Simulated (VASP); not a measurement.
A run of VASP 6.6.1 is set up as follows.

File INCAR:

```
  PREC = Accurate
  ENCUT = 520
  EDIFF = 1E-7
  ISMEAR = -1
  SIGMA = 0.05
  LREAL = False
  LASPH = True
  NELM = 150
  ALGO = Normal
  ISIF = 2
  LWAVE = False
  LCHARG = False
  ISPIN = 2
  MAGMOM = 5 5 0 0 0 0
  LORBIT = 11
  NUPDOWN = 10.0
  LMAXMIX = 4
  GGA = PS
  NBANDS = 38
```

KPOINTS

```
regular mesh
0
Gamma
  8 6 4
```

Contents of POSCAR:

```
MnO2
1.0
    2.9041580000      0.0000000000      0.0000000000
    0.0000000000      3.8448100000      0.0000000000
    0.0000000000      0.0000000000      6.1642640000
Mn O
2 4
Direct
    0.5000000000      0.5000000000      0.3433015000
    0.0000000000      0.0000000000      0.6566985000
    0.5000000000      0.0000000000      0.8375675000
    0.0000000000      0.5000000000      0.1624325000
    0.5000000000      0.0000000000      0.4217995000
    0.0000000000      0.5000000000      0.5782005000
```

Potentials or basis: VASP PAW PBE potentials, release 64 (Mn_pv, O).

Run with:

```sh
$ cat potpaw_PBE.64/Mn_pv/POTCAR potpaw_PBE.64/O/POTCAR > POTCAR
$ mpirun -np 1 vasp_std > vasp.out
```

Task: What does it give for the pressure?

Result: 17.4 GPa.

Task: Predict the largest force.

Result: 2.007 eV/Å.

Forces on the atoms (eV/Å):
```
Mn   0.000  0.000  1.437
Mn   0.000  0.000 -1.437
O    0.000  0.000  2.007
O    0.000  0.000 -2.007
O    0.000  0.000 -0.939
O    0.000  0.000  0.939
```

Caveat: the PAW data sets were made with another functional, which shifts forces and pressure a little; the total moment is fixed, so each spin has its own Fermi level; only a ferromagnetic start was run, and an antiferromagnetic order may lie lower in energy.
